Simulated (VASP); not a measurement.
A run of VASP 6.6.1 is set up as follows.

Contents of INCAR:

```
SYSTEM = Bi2Se3
  PREC = Accurate
  ENCUT = 520
  EDIFF = 1E-7
  ISMEAR = -1
  SIGMA = 0.02
  LREAL = .False.
  LASPH = .True.
  NELM = 100
  ALGO = Normal
  ISIF = 2
  LWAVE = .False.
  LCHARG = .False.
  GGA = PE
  NBANDS = 32
```

Contents of KPOINTS:

```
Automatic mesh
0
Gamma
  8 8 8
  0 0 0
```

POSCAR

```
Bi2Se3
1.0
    2.0711634272      1.1957867622      9.7534112787
   -2.0711634272      1.1957867622      9.7534112787
    0.0000000000     -2.3915735244      9.7534112787
Bi Se
2 3
Direct
    0.3993469735      0.3993469735      0.3993469735
    0.6006530265      0.6006530265      0.6006530265
    0.0000000000      0.0000000000      0.0000000000
    0.2141084322      0.2141084322      0.2141084322
    0.7858915678      0.7858915678      0.7858915678
```

Potentials or basis: VASP PAW PBE potentials, release 64 (Bi_d, Se).

The run is started by

```console
$ cat potpaw_PBE.64/Bi_d/POTCAR potpaw_PBE.64/Se/POTCAR > POTCAR
$ mpirun -np 1 vasp_std > vasp.out
```

Task: What does it give for the band gap on the k mesh?

Result: 0.34 eV.

Task: Estimate the largest force.

Result: 0.180 eV/Å.

Task: What does it give for the pressure?

Result: 2.2 GPa.

Stress tensor (GPa, compression positive):
```
2.20 0.00 0.00
0.00 2.20 0.00
0.00 0.00 2.06
```

Caveat: spin-orbit coupling is left out, which moves the levels of the heavy elements. A k mesh can miss the band edges.
